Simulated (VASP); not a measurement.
The system is I.

```
I
1.0
     3.63503   -2.39502    0.00000
     3.63503    2.39502    0.00000
     0.00000    0.00000    9.79344
I
4
Cartesian
  3.6350 -1.6799 8.6613
  3.6350 0.7152 6.0288
  3.6350 1.6799 1.1321
  3.6350 -0.7152 3.7646
```

```yaml
Program: VASP 6.6.1
Task: relaxation of volume and atoms at fixed shape
Functional: LDA
Potentials_or_basis: VASP PAW LDA potentials, release 64 (I)
Cutoff: 600 eV
k_mesh: 5 × 5 × 2
Occupations: gaussian, width 0.05 eV
Spin: no spin polarisation
```

At the start: pressure -0.9 GPa; volume 42.63 Å³/atom.

**Question.** How do energy, volume and symmetry change on relaxing?

**Answer.** Over 14 steps the energy falls by 66.7 meV/atom and the volume is 36.62 Å³/atom (-14.1 %); space group Cmce (No. 64, to 0.05 Å).

The path:
```csv
step,energy change (eV),largest force (eV/Å),pressure (GPa),volume (Å³)
1,0.0000,0.7217,-0.88,170.52
2,-0.1152,0.4398,-1.06,164.81
3,-0.2196,0.3845,-0.08,149.06
4,-0.2317,0.1455,-0.62,153.61
5,-0.2329,0.1858,-0.54,152.69
6,-0.2411,0.1967,0.49,147.81
7,-0.2420,0.1799,0.24,148.93
8,-0.2518,0.1430,0.18,148.51
9,-0.2642,0.1028,0.07,147.45
10,-0.2644,0.1097,0.05,147.29
11,-0.2657,0.0366,-0.28,147.63
12,-0.2661,0.0166,-0.18,147.51
13,-0.2666,0.0151,0.10,145.88
14,-0.2668,0.0036,0.00,146.47
```

Final structure:
```
I
1.0
     3.45542   -2.27667    0.00000
     3.45542    2.27667    0.00000
     0.00000    0.00000    9.30951
I
4
Direct
  0.82512 0.17488 0.87693
  0.32512 0.67488 0.62307
  0.17488 0.82512 0.12307
  0.67488 0.32512 0.37693
```

Caveat: the volume moved by -14 % from the deposited cell, more than functionals usually miss.
